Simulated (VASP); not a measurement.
# S3O (Pm-3m) in VASP: notebook, part 3 of 4

VASP 6.6.1. Earlier steps stand in the parts before.

## (5) Relaxation of cell and atoms, PBE+D3(BJ), collinear spin, ferromagnetic start

This run uses another cell than the first one, of 19.85 Å³/atom.

Contents of INCAR:

```
SYSTEM = S3O
ALGO = Normal
EDIFF = 1E-6
EDIFFG = -0.04
ENCUT = 600
GGA = PE
IBRION = 2
ISIF = 3
ISMEAR = 0
ISPIN = 2
IVDW = 12
LASPH = .True.
LCHARG = .False.
LORBIT = 11
LREAL = .False.
LWAVE = .False.
MAGMOM = 0 0 0 1
NELM = 150
NSW = 90
PREC = Accurate
SIGMA = 0.1
```

Contents of KPOINTS:

```
k-points
0
Gamma
  4 4 4
  0 0 0
```

Contents of POSCAR:

```
S3O
1.0
    4.2982450800      0.0000000000      0.0000000000
    0.0000000000      4.2982450800      0.0000000000
    0.0000000000      0.0000000000      4.2982450800
S O
3 1
Direct
    0.5000000000      0.0000000000      0.5000000000
    0.0000000000      0.5000000000      0.5000000000
    0.5000000000      0.5000000000      0.0000000000
    0.0000000000      0.0000000000      0.0000000000
```

Potentials or basis: VASP PAW PBE potentials, release 64 (S, O).

On the command line:

```
cat potpaw_PBE.64/S/POTCAR potpaw_PBE.64/O/POTCAR > POTCAR
mpirun -np 1 vasp_std > vasp.out
```

OUTCAR:

```text
SYSTEM = S3O
   EDIFF = 1E-6
   EDIFFG = -0.04
   ENCUT = 600
   GGA = PE
   IBRION = 2
   ISIF = 3
   ISMEAR = 0
   ISPIN = 2
   IVDW = 12
   LASPH = .True.
   LORBIT = 11
   LREAL = .False.
   NELM = 150
   NSW = 90
   PREC = Accurate
 IVDW          = 12

 ion  position               nearest neighbor table
   1  0.500  0.000  0.500-
   2  0.000  0.500  0.500-
   3  0.500  0.500  0.000-
   4  0.000  0.000  0.000-

  LATTYP: Found a simple cubic cell.
 ALAT       =     4.2982450800

  Lattice vectors:

 A1 = (   4.2982450800,   0.0000000000,   0.0000000000)
 A2 = (   0.0000000000,   4.2982450800,   0.0000000000)
 A3 = (   0.0000000000,   0.0000000000,   4.2982450800)

Analysis of symmetry for initial positions (statically):
=====================================================================
 Subroutine PRICEL returns:
 Original cell was already a primitive cell.

 Routine SETGRP: Setting up the symmetry group for a
 simple cubic supercell.

 Subroutine GETGRP returns: Found 48 space group operations
 (whereof 48 operations were pure point group operations)
 out of a pool of 48 trial point group operations.

The static configuration has the point symmetry O_h .

Analysis of symmetry for dynamics (positions and initial velocities):
=====================================================================
 Subroutine PRICEL returns:
 Original cell was already a primitive cell.

 Routine SETGRP: Setting up the symmetry group for a
 simple cubic supercell.

 Subroutine GETGRP returns: Found 48 space group operations
 (whereof 48 operations were pure point group operations)
 out of a pool of 48 trial point group operations.

The dynamic configuration has the point symmetry O_h .

Analysis of structural, dynamic, and magnetic symmetry:
=====================================================================
 Subroutine PRICEL returns:
 Original cell was already a primitive cell.

 Routine SETGRP: Setting up the symmetry group for a
 simple cubic supercell.

 Subroutine GETGRP returns: Found 48 space group operations
 (whereof 48 operations were pure point group operations)
 out of a pool of 48 trial point group operations.

The overall configuration has the point symmetry O_h .

 Subroutine INISYM returns: Found 48 space group operations
 (whereof 48 operations are pure point group operations),
 and found     1 'primitive' translations

----------------------------------------------------------------------------------------

                                     Primitive cell

  volume of cell :      79.4097

  direct lattice vectors                    reciprocal lattice vectors
     4.298245080  0.000000000  0.000000000     0.232653090  0.000000000  0.000000000
     0.000000000  4.298245080  0.000000000     0.000000000  0.232653090  0.000000000
     0.000000000  0.000000000  4.298245080     0.000000000  0.000000000  0.232653090

  length of vectors
     4.298245080  4.298245080  4.298245080     0.232653090  0.232653090  0.232653090

  position of ions in fractional coordinates (direct lattice)
     0.500000000  0.000000000  0.500000000
     0.000000000  0.500000000  0.500000000
     0.500000000  0.500000000  0.000000000
     0.000000000  0.000000000  0.000000000

  ion indices of the primitive-cell ions
   primitive index   ion index
[... 36 lines left out ...]
  0.250000  0.250000  0.000000     12.000000
  0.500000  0.250000  0.000000     12.000000
  0.500000  0.500000  0.000000      3.000000
  0.250000  0.250000  0.250000      8.000000
  0.500000  0.250000  0.250000     12.000000
  0.500000  0.500000  0.250000      6.000000
  0.500000  0.500000  0.500000      1.000000
   k-points           NKPTS =     10   k-points in BZ     NKDIM =     10   number of bands    NBANDS=     17
   number of dos      NEDOS =    301   number of ions     NIONS =      4
   total plane-waves  NPLWV =  46656
   dimension x,y,z NGX =    36 NGY =   36 NGZ =   36
   dimension x,y,z NGXF=    72 NGYF=   72 NGZF=   72
   ions per type =               3   1
   NGX,Y,Z   is equivalent  to a cutoff of  13.92, 13.92, 13.92 a.u.
   NGXF,Y,Z  is equivalent  to a cutoff of  27.85, 27.85, 27.85 a.u.
 SYSTEM =  S3O
   PREC   = accura    normal or accurate (medium, high low for compatibility)
   ISTART =      0    job   : 0-new  1-cont  2-samecut
   ICHARG =      2    charge: 1-file 2-atom 10-const
   ISPIN  =      2    spin polarized calculation?
   LNONCOLLINEAR =      F non collinear calculations
   LSORBIT =      F    spin-orbit coupling
   LASPH  =      T    aspherical Exc in radial PAW
   ENCUT  =  600.0 eV  44.10 Ry    6.64 a.u.   8.58  8.58  8.58*2*pi/ulx,y,z
   NELM   =    150;   NELMIN=  2; NELMDL= -5     # of ELM steps
   EDIFF  = 0.1E-05   stopping-criterion for ELM
   LREAL  =      F    real-space projection
   EDIFFG = -.4E-01   stopping-criterion for IOM
   NSW    =     90    number of steps for IOM
   IBRION =      2    ionic relax: 0-MD 1-quasi-New 2-CG
   NFREE  =      1    steps in history (QN), initial steepest desc. (CG)
   ISIF   =      3    stress and relaxation
   ISYM   =      2    0-nonsym 1-usesym 2-fastsym
   POTIM  = 0.5000    time-step for ionic-motion
   TEBEG  =    0.0;   TEEND  =   0.0 temperature during run
   PSTRESS=    0.0 pullay stress
   NELECT =      24.0000    total number of electrons
   NUPDOWN=      -1.0000    fix difference up-down
   EMIN   =  10.00;   EMAX   =-10.00  energy-range for DOS
   EFERMI =   0.00;   METHOD = LEGACY
   ISMEAR =     0;   SIGMA  =   0.10  broadening in eV -4-tet -1-fermi 0-gaus
   EFERMI_NEDOS =   21; number of points for ismear=-14 and -15
   IALGO  =     38    algorithm
   IMIX   =      4    mixing-type and parameters
     AMIX     =   0.40;   BMIX     =  1.00
     AMIX_MAG =   1.60;   BMIX_MAG =  1.00
  volume/ion in A,a.u.               =      19.85       133.97
  Fermi-wavevector in a.u.,A,eV,Ry     =   1.098637  2.076122 16.422265  1.207002
  Thomas-Fermi vector in A             =   2.235018
   LORBIT       =     11    0 simple, 1 ext, 2 COOP (PROOUT), +10 PAW based schemes
   GGA     = PE    functional components
   LHFCALC =     F    Hartree Fock is set to
   AEXX    =    0.0000 exact exchange contribution
   IVDW    =    12    specifies the selected vdW correction
   LEPSILON=     F    determine dielectric tensor
   LRPA    =     F    only Hartree local field effects (RPA)
 conjugate gradient relaxation of ions
 spin polarized calculation
 Gauss-broadening in eV      SIGMA  =   0.10
  energy-cutoff  :      600.00
  volume of cell :       79.41
 maximum number of plane-waves:      2680
 NGX is ok and might be reduce to    36
   NGX = 17   NGY = 17   NGZ = 17

--------------------------------------- Ionic step        1  -------------------------------------------

 number of electron      23.9999998 magnetization      -0.0010860

 number of electron      23.9999998 magnetization       0.0008100

 Free energy of the ion-electron system (eV)
  ---------------------------------------------------
  ext. energy  EPLUGINS =         0.00000000
  ---------------------------------------------------
  free energy    TOTEN  =       -10.10040464 eV

  energy without entropy =      -10.03938843  energy(sigma->0) =      -10.06989654

 E-fermi :   2.2047     XC(G=0):  -9.5564

 val. band max:        2.1983580593   @ k =   0.5000   0.2500   0.0000
 cond. band min:       2.2213774893   @ k =   0.5000   0.2500   0.0000
 fundamental gap:      0.0230194301
 Fermi energy:         2.2046941830

 spin component 1

 k-point     1 :       0.0000    0.0000    0.0000
  band No.  band energies     occupation
      1     -13.6002      1.00000
      2     -11.1236      1.00000
      3      -8.4632      1.00000
      4      -8.4632      1.00000
      5      -1.6823      1.00000
      6      -1.6823      1.00000
[... 477 lines left out ...]
--------------------------------------- Ionic step        3  -------------------------------------------

 number of electron      24.0000002 magnetization      -0.0009428

 Free energy of the ion-electron system (eV)
  ---------------------------------------------------
  ext. energy  EPLUGINS =         0.00000000
  ---------------------------------------------------
  free energy    TOTEN  =       -11.88932900 eV

  energy without entropy =      -11.85829123  energy(sigma->0) =      -11.87381012

 E-fermi :   7.5935     XC(G=0): -11.6638

 val. band max:        7.5460974409   @ k =   0.0000   0.0000   0.0000
 cond. band min:       7.6849162772   @ k =   0.5000   0.2500   0.2500
 fundamental gap:      0.1388188363
 Fermi energy:         7.5934891665

 spin component 1

 k-point     1 :       0.0000    0.0000    0.0000
  band No.  band energies     occupation
      1     -10.9055      1.00000
      2      -7.1833      1.00000
      3      -2.7636      1.00000
      4      -2.7636      1.00000
      5       0.9495      1.00000
      6       0.9495      1.00000
[... 427 lines left out ...]
  FREE ENERGIE OF THE ION-ELECTRON SYSTEM (eV)
  ---------------------------------------------------
  free  energy   TOTEN  =       -13.2309813205 eV

  energy  without entropy=      -13.1999435488  energy(sigma->0) =      -13.21546243

 reached required accuracy - stopping structural energy minimisation

 total charge

# of ion       s       p       d       tot
------------------------------------------
    1        1.450   1.988   0.000   3.438
    2        1.450   1.988   0.000   3.438
    3        1.450   1.988   0.000   3.438
    4        1.619   3.133   0.000   4.752
--------------------------------------------------
tot          5.969   9.096   0.000  15.066

 magnetization (x)

# of ion       s       p       d       tot
------------------------------------------
    1       -0.000  -0.000   0.000  -0.000
    2       -0.000  -0.000   0.000  -0.000
    3       -0.000  -0.000   0.000  -0.000
    4        0.000  -0.001   0.000  -0.001
--------------------------------------------------
tot         -0.000  -0.001   0.000  -0.001
```

CONTCAR:

```text
S3O
   1.00000000000000
     3.7123663860883696   -0.0000000000000000   -0.0000000000000001
    -0.0000000000000000    3.7123663860883696   -0.0000000000000000
     0.0000000000000000    0.0000000000000000    3.7123663860883696
  S               O
     3     1
Direct
     0.5000000000000000    0.0000000000000000    0.5000000000000000
     0.0000000000000000    0.5000000000000000    0.5000000000000000
     0.5000000000000000    0.5000000000000000    0.0000000000000000
     0.0000000000000000    0.0000000000000000    0.0000000000000000

  0.00000000E+00  0.00000000E+00  0.00000000E+00
  0.00000000E+00  0.00000000E+00  0.00000000E+00
  0.00000000E+00  0.00000000E+00  0.00000000E+00
  0.00000000E+00  0.00000000E+00  0.00000000E+00
```

It took 54 s on 1 thread of Oxide Virtual Turin-like, shared host; peak memory 0.22 GiB.

Results:

```
Free energy                                           : -13.2310 eV
Relaxed volume                                        : 12.79 Å³/atom
Relaxed cell                                          : a = 3.712 Å, b = 3.712 Å, c = 3.712 Å, α = 90.00°, β = 90.00°, γ = 90.00°
Space group after relaxing (to 0.1 Å)                 : Pm-3m (No. 221)
Energy gained by relaxing                             : 556.1 meV/atom
Ionic steps                                           : 3
Pressure after relaxing                               : -0.3 GPa
Band gap on the k mesh                                : zero (filled and empty bands overlap)
Net moment                                            : 0.00 μB per cell
Valence electrons inside the program's atomic spheres : S 3.44; O 4.75
Dispersion energy per atom                            : -0.335 eV
```

Step by step:
| step | energy change (eV) | largest force (eV/Å) | pressure (GPa) | volume (Å³) |
| --- | --- | --- | --- | --- |
| 1 | 0.0000 | 0.0000 | -16.49 | 79.41 |
| 2 | -1.9612 | 0.0000 | -10.40 | 58.17 |
| 3 | -2.2243 | 0.0000 | -0.33 | 51.16 |

Final structure:
```
S O
1.0
     3.71237    0.00000    0.00000
     0.00000    3.71237    0.00000
     0.00000    0.00000    3.71237
S O
3 1
Cartesian
  1.8562 0.0000 1.8562
  0.0000 1.8562 1.8562
  1.8562 1.8562 0.0000
  0.0000 0.0000 0.0000
```

Caveat: the k points lie up to 0.42 Å⁻¹ apart in the final cell, too coarse for converged energies and pressures of a metal; the volume moved by over 15 % at a fixed basis, so the end points are rough.

## (6) Relaxation of cell and atoms, PBE+D3(BJ), collinear spin, ferromagnetic start

Contents of INCAR:

```
  PREC = Accurate
  ENCUT = 600
  EDIFF = 1E-6
  ISMEAR = 0
  SIGMA = 0.1
  LREAL = F
  LASPH = T
  NELM = 150
  ALGO = Normal
  ISIF = 3
  LWAVE = F
  LCHARG = F
  ISPIN = 2
  MAGMOM = 0 0 0 1.06
  LORBIT = 11
  GGA = PE
  IVDW = 12
  IBRION = 2
  NSW = 90
  EDIFFG = -0.04
```

Contents of KPOINTS:

```
regular mesh
0
Gamma
  6 6 6
```

Contents of POSCAR:

```
S3O
1.0
    3.7291296199      0.0000000000      0.0000000000
    0.0000000000      3.7291296199      0.0000000000
    0.0000000000      0.0000000000      3.7291296199
S O
3 1
Direct
    0.5000000000      0.0000000000      0.5000000000
    0.0000000000      0.5000000000      0.5000000000
    0.5000000000      0.5000000000      0.0000000000
    0.0000000000      0.0000000000      0.0000000000
```

Potentials or basis: VASP PAW PBE potentials, release 64 (S, O).

On the command line:

```
cat potpaw_PBE.64/S/POTCAR potpaw_PBE.64/O/POTCAR > POTCAR
mpirun -np 1 vasp_std > vasp.out
```

OUTCAR:

```text
PREC = Accurate
   ENCUT = 600
   EDIFF = 1E-6
   ISMEAR = 0
   LREAL = F
   LASPH = T
   NELM = 150
   ISIF = 3
   ISPIN = 2
   LORBIT = 11
   GGA = PE
   IVDW = 12
   IBRION = 2
   NSW = 90
   EDIFFG = -0.04
 IVDW          = 12

 ion  position               nearest neighbor table
   1  0.500  0.000  0.500-   2 2.64   3 2.64   3 2.64   2 2.64   3 2.64   3 2.64   2 2.64   2 2.64

   2  0.000  0.500  0.500-   1 2.64   3 2.64   3 2.64   1 2.64   1 2.64   3 2.64   3 2.64   1 2.64

   3  0.500  0.500  0.000-   1 2.64   2 2.64   1 2.64   2 2.64   1 2.64   1 2.64   2 2.64   2 2.64

   4  0.000  0.000  0.000-

  LATTYP: Found a simple cubic cell.
 ALAT       =     3.7291296199

  Lattice vectors:

 A1 = (   3.7291296199,   0.0000000000,   0.0000000000)
 A2 = (   0.0000000000,   3.7291296199,   0.0000000000)
 A3 = (   0.0000000000,   0.0000000000,   3.7291296199)

[... 1056 lines left out ...]

 Edisp (eV)   -1.35318

 E8    (eV) :    -0.4654

  FORCE on cell =-STRESS in cart. coord.  units (eV):
  Direction    XX          YY          ZZ          XY          YZ          ZX
  --------------------------------------------------------------------------------------
  -------------------------------------------------------------------------------------
  Total       0.07348     0.07348     0.07348    -0.00000    -0.00000     0.00000
  in kB       2.32108     2.32108     2.32108    -0.00000    -0.00000     0.00000
  external pressure =        2.32 kB  Pullay stress =        0.00 kB

 VOLUME and BASIS-vectors are now :
 -----------------------------------------------------------------------------
  energy-cutoff  :      600.00
  volume of cell :       50.72
      direct lattice vectors                 reciprocal lattice vectors
     3.701608362 -0.000000000 -0.000000000     0.270152837  0.000000000 -0.000000000
    -0.000000000  3.701608362 -0.000000000     0.000000000  0.270152837 -0.000000000
     0.000000000  0.000000000  3.701608362     0.000000000  0.000000000  0.270152837

 POSITION                                       TOTAL-FORCE (eV/Angst)
 -----------------------------------------------------------------------------------
      1.85080      0.00000      1.85080         0.000000      0.000000      0.000000
      0.00000      1.85080      1.85080        -0.000000     -0.000000      0.000000
      1.85080      1.85080     -0.00000         0.000000     -0.000000      0.000000
      0.00000      0.00000      0.00000         0.000000     -0.000000      0.000000
 -----------------------------------------------------------------------------------
    total drift:                                0.000000      0.000000     -0.000000

  FREE ENERGIE OF THE ION-ELECTRON SYSTEM (eV)
  ---------------------------------------------------
  free  energy   TOTEN  =       -13.2753400852 eV

  energy  without entropy=      -13.2552438908  energy(sigma->0) =      -13.26529199

 reached required accuracy - stopping structural energy minimisation

 total charge

# of ion       s       p       d       tot
------------------------------------------
    1        1.453   1.985   0.000   3.438
    2        1.453   1.985   0.000   3.438
    3        1.453   1.985   0.000   3.438
    4        1.619   3.143   0.000   4.761
--------------------------------------------------
tot          5.977   9.097   0.000  15.074

 magnetization (x)

# of ion       s       p       d       tot
------------------------------------------
    1       -0.000  -0.000   0.000  -0.000
    2       -0.000  -0.000   0.000  -0.000
    3       -0.000  -0.000   0.000  -0.000
    4       -0.000  -0.004   0.000  -0.004
--------------------------------------------------
tot         -0.000  -0.005   0.000  -0.005
```

OSZICAR:

```text
N       E                     dE             d eps       ncg     rms          rms(c)
DAV:   1     0.110825846910E+03    0.11083E+03   -0.12451E+04  1360   0.142E+03
DAV:   2    -0.924705103907E+01   -0.12007E+03   -0.11774E+03  1955   0.229E+02
DAV:   3    -0.141308705707E+02   -0.48838E+01   -0.47764E+01  1557   0.495E+01
DAV:   4    -0.141814424589E+02   -0.50572E-01   -0.50519E-01  1646   0.559E+00
[... 27 lines left out ...]
DAV:   4    -0.119221414245E+02    0.47589E-02   -0.25571E-02  1372   0.102E+00    0.265E-01
DAV:   5    -0.119221531613E+02   -0.11737E-04   -0.36678E-04  1580   0.142E-01    0.229E-01
DAV:   6    -0.119221768905E+02   -0.23729E-04   -0.68333E-05  1387   0.642E-02    0.474E-02
DAV:   7    -0.119221620090E+02    0.14882E-04   -0.74261E-05  1380   0.428E-02    0.133E-02
DAV:   8    -0.119221619611E+02    0.47894E-07   -0.28622E-06  1106   0.125E-02
   2 F= -.13275340E+02 E0= -.13265292E+02  d E =-.598937E-02  mag=    -0.0072
```

CONTCAR:

```text
S3O
   1.00000000000000
     3.7016083617690647   -0.0000000000000000   -0.0000000000000000
    -0.0000000000000000    3.7016083617690647   -0.0000000000000000
     0.0000000000000000    0.0000000000000000    3.7016083617690647
  S               O
     3     1
Direct
     0.5000000000000000    0.0000000000000000    0.5000000000000000
     0.0000000000000000    0.5000000000000000    0.5000000000000000
     0.5000000000000000    0.5000000000000000    0.0000000000000000
     0.0000000000000000    0.0000000000000000    0.0000000000000000

  0.00000000E+00  0.00000000E+00  0.00000000E+00
  0.00000000E+00  0.00000000E+00  0.00000000E+00
  0.00000000E+00  0.00000000E+00  0.00000000E+00
  0.00000000E+00  0.00000000E+00  0.00000000E+00
```

It took 79 s on 1 thread of Oxide Virtual Turin-like, shared host; peak memory 0.17 GiB.

Results:

```
Free energy                                           : -13.2753 eV
Relaxed volume                                        : 12.68 Å³/atom
Relaxed cell                                          : a = 3.702 Å, b = 3.702 Å, c = 3.702 Å, α = 90.00°, β = 90.00°, γ = 90.00°
Space group after relaxing (to 0.1 Å)                 : Pm-3m (No. 221)
Energy gained by relaxing                             : 1.5 meV/atom
Ionic steps                                           : 2
Pressure after relaxing                               : 0.2 GPa
Band gap on the k mesh                                : zero (filled and empty bands overlap)
Net moment                                            : -0.01 μB per cell
Valence electrons inside the program's atomic spheres : S 3.44; O 4.76
Dispersion energy per atom                            : -0.338 eV
```

Step by step:
| step | energy change (eV) | largest force (eV/Å) | pressure (GPa) | volume (Å³) |
| --- | --- | --- | --- | --- |
| 1 | 0.0000 | 0.0000 | -1.89 | 51.86 |
| 2 | -0.0060 | 0.0000 | 0.23 | 50.72 |

Final structure:
```
S O
1.0
     3.70161    0.00000    0.00000
     0.00000    3.70161    0.00000
     0.00000    0.00000    3.70161
S O
3 1
Direct
  0.50000 0.00000 0.50000
  0.00000 0.50000 0.50000
  0.50000 0.50000 0.00000
  0.00000 0.00000 0.00000
```

(Continued in part 4 of 4.)

The gap in the log of VASP goes by the Fermi energy; the results here count the filled bands.